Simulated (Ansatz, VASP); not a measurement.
**Two plane-wave programs on HfN**

```
Hf N
1.0
     0.00000    2.25078    2.25078
     2.25078    0.00000    2.25078
     2.25078    2.25078    0.00000
Hf N
1 1
Direct
  0.96774 0.08547 0.98416
  0.53226 0.41453 0.51584
```

Change from the starting cell: atom 2 moved 0.45 Å; relaxed back.

Alike in both runs: task relaxation of cell and atoms; functional PBEsol; k mesh 14 × 14 × 14; occupations gaussian, width 0.15 eV; no spin polarisation.

```csv
,VASP,Ansatz
version,VASP 6.6.1,Ansatz 0.2.0
potentials or method,"VASP PAW PBE potentials, release 64 (Hf_pv, N), cutoff 600 eV","scalar-relativistic, plane waves, PAW"
valence electrons in the cell,15,31
```

```tsv
	VASP	Ansatz	Ansatz less VASP
gap on the k mesh at the Fermi level, each at its own relaxed structure (eV)	none	none	-
relaxed volume (Å³/atom)	11.32	11.40	+0.086
relaxed cell length with the largest relative difference (Å)	3.175	3.183	+0.0081
```

VASP's potentials were made for PBE, not for PBEsol. A gap of «none» marks a metal or a gap that the smearing closes. VASP's potentials hold 15 valence electrons a cell and Ansatz's 31, so a difference there can come from the potentials and not from the codes.

Spin-orbit coupling is off throughout.
